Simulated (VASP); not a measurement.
# P (P4/mmm) in VASP: notebook

The runs below take P through relaxation of shape and atoms at fixed volume, with PBE.

Everything below comes from runs of VASP 6.6.1. Logs are shortened: lines on timing, memory, paths and dates and some standing lists are left out, and cuts for length are marked.

### 1 The cell of the first run

The typed cell holds 1 atom: a = 2.396 Å, b = 2.396 Å, c = 2.393 Å, α = 90.00°, β = 90.00°, γ = 90.00°.

### 2 Relaxation of shape and atoms at fixed volume, PBE (volume scaled by 0.94)

Input file INCAR:

```
PREC     = Accurate       # precision mode
ENCUT    = 600            # plane-wave cutoff, eV
EDIFF    = 1E-6           # SCF threshold, eV
ISMEAR   = 0              # smearing method
SIGMA    = 0.1            # smearing width, eV
LREAL    = False          # projectors in reciprocal space
LASPH    = True           # aspherical terms in the spheres
NELM     = 100            # most SCF steps
ALGO     = Normal         # electronic algorithm
ISIF     = 4              # what is computed and relaxed
LWAVE    = False          # write WAVECAR
LCHARG   = False          # write CHGCAR
GGA      = PE             # functional
IBRION   = 2              # ionic algorithm
NSW      = 50             # ionic steps
EDIFFG   = -0.01          # ionic threshold
```

Input file KPOINTS:

```
Automatic mesh
0
Gamma
  22 22 24
```

Input file POSCAR:

```
P
1.0
    2.3957743938      0.0000000000      0.0000000000
    0.0000000000      2.3957743938      0.0000000000
    0.0000000000      0.0000000000      2.3929808864
P
1
Direct
    0.0000000000      0.0000000000      0.5000000000
```

Potentials or basis: VASP PAW PBE potentials, release 64 (P).

Command:

```console
$ cat potpaw_PBE.64/P/POTCAR > POTCAR
$ mpirun -np 1 vasp_std > vasp.out
```

OUTCAR:

```text
PREC = Accurate
   ENCUT = 600
   EDIFF = 1E-6
   ISMEAR = 0
   LREAL = False
   LASPH = True
   NELM = 100
   ISIF = 4
   GGA = PE
   IBRION = 2
   NSW = 50
   EDIFFG = -0.01

 ion  position               nearest neighbor table
   1  0.000  0.000  0.500-

  LATTYP: Found a simple tetragonal cell.
 ALAT       =     2.3957743938
 C/A-ratio  =     0.9988339856

  Lattice vectors:

 A1 = (   2.3957743938,   0.0000000000,   0.0000000000)
 A2 = (   0.0000000000,   2.3957743938,   0.0000000000)
 A3 = (   0.0000000000,   0.0000000000,   2.3929808864)

Analysis of symmetry for initial positions (statically):
=====================================================================
 Subroutine PRICEL returns:
 Original cell was already a primitive cell.

 Routine SETGRP: Setting up the symmetry group for a
 simple tetragonal supercell.

 Subroutine GETGRP returns: Found 16 space group operations
 (whereof 16 operations were pure point group operations)
 out of a pool of 16 trial point group operations.

The static configuration has the point symmetry D_4h.

Analysis of symmetry for dynamics (positions and initial velocities):
=====================================================================
 Subroutine PRICEL returns:
 Original cell was already a primitive cell.

 Routine SETGRP: Setting up the symmetry group for a
 simple tetragonal supercell.

 Subroutine GETGRP returns: Found 16 space group operations
 (whereof 16 operations were pure point group operations)
 out of a pool of 16 trial point group operations.

The dynamic configuration has the point symmetry D_4h.

 Subroutine INISYM returns: Found 16 space group operations
 (whereof 16 operations are pure point group operations),
 and found     1 'primitive' translations

----------------------------------------------------------------------------------------

                                     Primitive cell

  volume of cell :      13.7351

  direct lattice vectors                    reciprocal lattice vectors
     2.395774394  0.000000000  0.000000000     0.417401573  0.000000000  0.000000000
     0.000000000  2.395774394  0.000000000     0.000000000  0.417401573  0.000000000
     0.000000000  0.000000000  2.392980886     0.000000000  0.000000000  0.417888837

  length of vectors
     2.395774394  2.395774394  2.392980886     0.417401573  0.417401573  0.417888837

  position of ions in fractional coordinates (direct lattice)
     0.000000000  0.000000000  0.500000000

  ion indices of the primitive-cell ions
   primitive index   ion index
                 1           1

----------------------------------------------------------------------------------------

 KPOINTS: Automatic mesh

Automatic generation of k-mesh.
 Grid dimensions read from file:
 generate k-points for:   22   22   24

 Generating k-lattice:

  Cartesian coordinates                     Fractional coordinates (reciprocal lattice)
     0.018972799  0.000000000  0.000000000     0.045454545  0.000000000  0.000000000
     0.000000000  0.018972799  0.000000000     0.000000000  0.045454545  0.000000000
     0.000000000  0.000000000  0.017412035     0.000000000  0.000000000  0.041666667

  Length of vectors
     0.018972799  0.018972799  0.017412035

  Shift w.r.t. Gamma in fractional coordinates (k-lattice)
     0.000000000  0.000000000  0.000000000

 Subroutine IBZKPT returns following result:
 ===========================================

 Found   1014 irreducible k-points:

 Following reciprocal coordinates:
            Coordinates               Weight
  0.000000  0.000000  0.000000      1.000000
  0.045455  0.000000  0.000000      4.000000
  0.090909  0.000000  0.000000      4.000000
  0.136364  0.000000  0.000000      4.000000
  0.181818  0.000000  0.000000      4.000000
  0.227273  0.000000  0.000000      4.000000
[... 16 lines left out ...]
  0.500000  0.045455  0.000000      4.000000
  0.090909  0.090909  0.000000      4.000000
 [... further k-points ...]
   k-points           NKPTS =   1014   k-points in BZ     NKDIM =   1014   number of bands    NBANDS=      6
   number of dos      NEDOS =    301   number of ions     NIONS =      1
   total plane-waves  NPLWV =   8000
   dimension x,y,z NGX =    20 NGY =   20 NGZ =   20
   dimension x,y,z NGXF=    40 NGYF=   40 NGZF=   40
   ions per type =               1
   NGX,Y,Z   is equivalent  to a cutoff of  13.88, 13.88, 13.89 a.u.
   NGXF,Y,Z  is equivalent  to a cutoff of  27.76, 27.76, 27.79 a.u.
 SYSTEM =  unknown system
   PREC   = accura    normal or accurate (medium, high low for compatibility)
   ISTART =      0    job   : 0-new  1-cont  2-samecut
   ICHARG =      2    charge: 1-file 2-atom 10-const
   ISPIN  =      1    spin polarized calculation?
   LNONCOLLINEAR =      F non collinear calculations
   LSORBIT =      F    spin-orbit coupling
   LASPH  =      T    aspherical Exc in radial PAW
   ENCUT  =  600.0 eV  44.10 Ry    6.64 a.u.   4.78  4.78  4.78*2*pi/ulx,y,z
   NELM   =    100;   NELMIN=  2; NELMDL= -5     # of ELM steps
   EDIFF  = 0.1E-05   stopping-criterion for ELM
   LREAL  =      F    real-space projection
   EDIFFG = -.1E-01   stopping-criterion for IOM
   NSW    =     50    number of steps for IOM
   IBRION =      2    ionic relax: 0-MD 1-quasi-New 2-CG
   NFREE  =      1    steps in history (QN), initial steepest desc. (CG)
   ISIF   =      4    stress and relaxation
   ISYM   =      2    0-nonsym 1-usesym 2-fastsym
   POTIM  = 0.5000    time-step for ionic-motion
   TEBEG  =    0.0;   TEEND  =   0.0 temperature during run
   PSTRESS=    0.0 pullay stress
   NELECT =       5.0000    total number of electrons
   NUPDOWN=      -1.0000    fix difference up-down
   EMIN   =  10.00;   EMAX   =-10.00  energy-range for DOS
   EFERMI =   0.00;   METHOD = LEGACY
   ISMEAR =     0;   SIGMA  =   0.10  broadening in eV -4-tet -1-fermi 0-gaus
   EFERMI_NEDOS =   21; number of points for ismear=-14 and -15
   IALGO  =     38    algorithm
   IMIX   =      4    mixing-type and parameters
     AMIX     =   0.40;   BMIX     =  1.00
     AMIX_MAG =   1.60;   BMIX_MAG =  1.00
  volume/ion in A,a.u.               =      13.74        92.69
  Fermi-wavevector in a.u.,A,eV,Ry     =   1.168928  2.208954 18.590905  1.366393
  Thomas-Fermi vector in A             =   2.305408
   LORBIT       =      0    0 simple, 1 ext, 2 COOP (PROOUT), +10 PAW based schemes
   GGA     = PE    functional components
   LHFCALC =     F    Hartree Fock is set to
   AEXX    =    0.0000 exact exchange contribution
   IVDW    =     0    specifies the selected vdW correction
   LEPSILON=     F    determine dielectric tensor
   LRPA    =     F    only Hartree local field effects (RPA)
 conjugate gradient relaxation of ions
 non-spin polarized calculation
 Gauss-broadening in eV      SIGMA  =   0.10
  energy-cutoff  :      600.00
  volume of cell :       13.74
 maximum number of plane-waves:       480
 NGX is ok and might be reduce to    20
   NGX =  9   NGY =  9   NGZ =  9

--------------------------------------- Ionic step        1  -------------------------------------------

 number of electron       5.0000000 magnetization

 Free energy of the ion-electron system (eV)
  ---------------------------------------------------
  ext. energy  EPLUGINS =         0.00000000
  ---------------------------------------------------
  free energy    TOTEN  =        -5.25410293 eV

  energy without entropy =       -5.25259410  energy(sigma->0) =       -5.25334851

------------------------ aborting loop because EDIFF is reached ----------------------------------------

  FORCE on cell =-STRESS in cart. coord.  units (eV):
  Direction    XX          YY          ZZ          XY          YZ          ZX
  --------------------------------------------------------------------------------------
  -------------------------------------------------------------------------------------
  Total        0.6654525      0.6654525      0.6902606      0.0000000      0.0000000     -0.0000000
  in kB       77.6241001     77.6241001     80.5179248      0.0000000      0.0000000     -0.0000000
  external PRESSURE =      78.5887083 kB  Pullay stress =       0.0000000 kB

 VOLUME and BASIS-vectors are now :
 -----------------------------------------------------------------------------
  energy-cutoff  :      600.00
  volume of cell :       13.74
      direct lattice vectors                 reciprocal lattice vectors
     2.395774394  0.000000000  0.000000000     0.417401573  0.000000000  0.000000000
     0.000000000  2.395774394  0.000000000     0.000000000  0.417401573  0.000000000
     0.000000000  0.000000000  2.392980886     0.000000000  0.000000000  0.417888837

 POSITION                                       TOTAL-FORCE (eV/Angst)
 -----------------------------------------------------------------------------------
      0.00000      0.00000      1.19649         0.000000      0.000000      0.000000
 -----------------------------------------------------------------------------------
    total drift:                                0.000000     -0.000000      0.000000

  FREE ENERGIE OF THE ION-ELECTRON SYSTEM (eV)
  ---------------------------------------------------
  free  energy   TOTEN  =        -5.2541029261 eV

  energy  without entropy=       -5.2525940978  energy(sigma->0) =       -5.25334851

--------------------------------------- Ionic step        2  -------------------------------------------

 number of electron       5.0000000 magnetization

 Free energy of the ion-electron system (eV)
  ---------------------------------------------------
  ext. energy  EPLUGINS =         0.00000000
  ---------------------------------------------------
  free energy    TOTEN  =        -5.25411253 eV

  energy without entropy =       -5.25259880  energy(sigma->0) =       -5.25335567

 E-fermi :  10.4821     XC(G=0): -11.5378

 val. band max:       10.4765944425   @ k =   0.3182   0.2273   0.1250
 cond. band min:      10.4960160083   @ k =   0.2727   0.0455   0.2083
 fundamental gap:      0.0194215658
 Fermi energy:        10.4820526055

 k-point     1 :       0.0000    0.0000    0.0000
  band No.  band energies     occupation
      1      -6.6152      2.00000
      2      15.8396      0.00000
      3      15.8412      0.00000
      4      15.8412      0.00000
      5      17.2139      0.00000
      6      17.2149      0.00000

 k-point     2 :       0.0455    0.0000    0.0000
  band No.  band energies     occupation
      1      -6.5658      2.00000
      2      14.6485      0.00000
      3      15.8790      0.00000
      4      15.8806      0.00000
      5      17.2536      0.00000
      6      18.3502      0.00000

 k-point     3 :       0.0909    0.0000    0.0000
  band No.  band energies     occupation
      1      -6.4176      2.00000
      2      12.9601      0.00000
      3      15.9967      0.00000
      4      15.9983      0.00000
      5      17.3708      0.00000
      6      19.8439      0.00000

 k-point     4 :       0.1364    0.0000    0.0000
  band No.  band energies     occupation
      1      -6.1716      2.00000
      2      11.2598      0.00000
      3      16.1909      0.00000
      4      16.1925      0.00000
      5      17.5626      0.00000
      6      21.1663      0.00000
[... 154 lines left out ...]
 k-point    22 :       0.4545    0.0455    0.0000
  band No.  band energies     occupation
      1      -2.2213      2.00000
      2       1.7353      2.00000
      3      17.7224      0.00000
      4      18.8339      0.00000
      5      20.7861      0.00000
      6      24.3278      0.00000

 k-point    23 :       0.5000    0.0455    0.0000
  band No.  band energies     occupation
      1      -1.9372      2.00000
      2       1.3590      2.00000
      3      17.8356      0.00000
      4      18.9512      0.00000
      5      20.8823      0.00000
      6      24.1329      0.00000

 k-point    24 :       0.0909    0.0909    0.0000
  band No.  band energies     occupation
      1      -6.2201      2.00000
      2      12.6664      0.00000
      3      13.7139      0.00000
      4      16.1534      0.00000
      5      18.8947      0.00000
      6      21.0907      0.00000

 [... further k-points ...]
[... 5 lines left out ...]
  --------------------------------------------------------------------------------------
  -------------------------------------------------------------------------------------
  Total        0.6734601      0.6734601      0.6724889      0.0000000      0.0000000      0.0000000
  in kB       78.5581805     78.5581805     78.4448883      0.0000000      0.0000000      0.0000000
  external PRESSURE =      78.5204164 kB  Pullay stress =       0.0000000 kB

 VOLUME and BASIS-vectors are now :
 -----------------------------------------------------------------------------
  energy-cutoff  :      600.00
  volume of cell :       13.74
      direct lattice vectors                 reciprocal lattice vectors
     2.394819015  0.000000000 -0.000000000     0.417568089  0.000000000 -0.000000000
     0.000000000  2.394819015  0.000000000    -0.000000000  0.417568089 -0.000000000
     0.000000000  0.000000000  2.394890557     0.000000000 -0.000000000  0.417555615

 POSITION                                       TOTAL-FORCE (eV/Angst)
 -----------------------------------------------------------------------------------
      0.00000      0.00000      1.19745         0.000000     -0.000000      0.000000
 -----------------------------------------------------------------------------------
    total drift:                               -0.000000     -0.000000      0.000000

  FREE ENERGIE OF THE ION-ELECTRON SYSTEM (eV)
  ---------------------------------------------------
  free  energy   TOTEN  =        -5.2541125312 eV

  energy  without entropy=       -5.2525988049  energy(sigma->0) =       -5.25335567

 reached required accuracy - stopping structural energy minimisation
```

Wall time 61 s (1 thread of Intel Xeon 6975P-C (Granite Rapids), shared host); peak memory 0.2 GiB.

Results:

* Free energy: -5.2541 eV
* Energy gained by relaxing: 0.0 meV/atom
* Ionic steps: 2
* Pressure after relaxing: 7.9 GPa

Final structure:
```
P
1.0
     2.39482    0.00000    0.00000
     0.00000    2.39482    0.00000
     0.00000    0.00000    2.39489
P
1
Direct
  0.00000 0.00000 0.50000
```

Levels at points of the mesh, in eV from the Fermi level:
| k point | band 1 | band 2 | band 3 | band 4 | band 5 | band 6 |
| --- | --- | --- | --- | --- | --- | --- |
| (0.00, 0.00, 0.00) | -17.10 | 5.36 | 5.36 | 5.36 | 6.73 | 6.73 |
| (0.50, 0.00, 0.00) | -12.47 | -9.17 | 8.43 | 8.43 | 9.42 | 14.62 |
| (0.50, 0.50, 0.00) | -7.41 | -5.55 | -5.55 | 0.64 | 11.30 | 17.29 |
| (0.00, 0.00, 0.50) | -12.47 | -9.17 | 8.43 | 8.43 | 9.42 | 14.62 |
| (0.50, 0.00, 0.50) | -7.41 | -5.55 | -5.55 | 0.64 | 11.30 | 17.29 |
| (0.50, 0.50, 0.50) | -2.24 | -2.24 | -2.24 | -0.95 | 4.50 | 4.50 |

(Continued in part 2 of 3.)
